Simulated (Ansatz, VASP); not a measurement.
Two plane-wave programs on LiSc12

```
Sc Li
1.0
     6.62000    0.00000    0.00000
    -4.96500    8.59963    0.00000
     0.00000    0.00000    5.27614
Sc Li
12 1
Direct
  0.00833 0.00660 0.00228
  0.17872 0.22836 0.51193
  0.98972 0.32218 0.01401
  0.11467 0.50165 0.51130
  0.99517 0.66733 0.02507
  0.15477 0.91788 0.50151
  0.49712 0.00032 0.01440
  0.65441 0.20996 0.51903
  0.51117 0.34028 0.02062
  0.67278 0.56998 0.52773
  0.49723 0.66284 0.02759
  0.72720 0.92123 0.50055
  0.32908 0.76675 0.56701
```

Alike in both runs: functional PBE; dispersion D3(BJ); k mesh 3 × 2 × 3; occupations gaussian, width 0.1 eV; no spin polarisation.

Ansatz relaxed the structure, and its values are those at the end. VASP's run is a single point on that final structure, the one shown.

|  | VASP | Ansatz |
| --- | --- | --- |
| version | VASP 6.6.1 | Ansatz 0.2.0 |
| potentials or method | VASP PAW PBE potentials, release 64 (Sc_sv, Li_sv), cutoff 520 eV | scalar-relativistic, plane waves, PAW |
| valence electrons in the cell | 135 | 135 |

```tsv
	VASP	Ansatz	Ansatz less VASP
rms of the force components (eV/Å)	0.005	0.005	-0.0006
```

The k mesh is coarse, so the values compare programs but aren't converged. Noted on VASP's run: the cutoff is under 1.25 times that of the potentials, so the pressure is a little rough.
